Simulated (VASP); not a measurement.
Input of a VASP 6.6.1 run:

File POSCAR:

```
Na2IF
1.0
    2.0918296660      1.2077184206      6.7122665057
   -2.0918296660      1.2077184206      6.7122665057
    0.0000000000     -2.4154368416      6.7122665056
F I Na
1 1 2
Direct
    1.0000000000      0.0000000000      0.0000000000
    0.5000000000      0.5000000000      0.5000000000
    0.2698824377      0.2698824377      0.2698824377
    0.7301175623      0.7301175623      0.7301175623
```

Contents of INCAR.step1:

```
ALGO = Normal
EDIFF = 1E-4
ENCUT = 520
GGA = PE
ISMEAR = 0
LASPH = True
LCHARG = False
LREAL = False
LWAVE = True
NBANDS = 22
NELM = 100
PREC = Accurate
SIGMA = 0.01
```

The input INCAR.step2:

```
ALGO = Normal
EDIFF = 1E-6
ENCUT = 520
ISIF = 2
ISMEAR = 0
ISTART = 1
LASPH = True
LCHARG = False
LMIXTAU = True
LREAL = False
LWAVE = False
METAGGA = R2SCAN
NBANDS = 22
NELM = 100
PREC = Accurate
SIGMA = 0.01
```

The input KPOINTS:

```
k-points
0
Gamma
  8 8 8
```

Potentials or basis: VASP PAW PBE potentials, release 64 (F, I, Na_pv).

Launch:

```sh
$ cat potpaw_PBE.64/F/POTCAR potpaw_PBE.64/I/POTCAR potpaw_PBE.64/Na_pv/POTCAR > POTCAR
$ cp INCAR.step1 INCAR
$ mpirun -np 1 vasp_std > vasp.out
$ cp INCAR.step2 INCAR
$ mpirun -np 1 vasp_std > vasp.out
```

Question: Estimate the largest force.

Answer: 0.005 eV/Å.

Question: What does it give for the band gap on the k mesh?

Answer: 2.71 eV, direct.

Question: Predict the pressure.

Answer: -2.6 GPa.

Stress tensor (GPa, compression positive):
```
-2.79  0.00  0.00
 0.00 -2.79  0.00
 0.00  0.00 -2.30
```

Caveat: the cell differs from its parent crystal (strain +4.7%); the PAW data sets were made with another functional, which shifts forces and pressure a little; spin-orbit coupling is left out, which moves the levels of the heavy elements. A k mesh can miss the band edges.
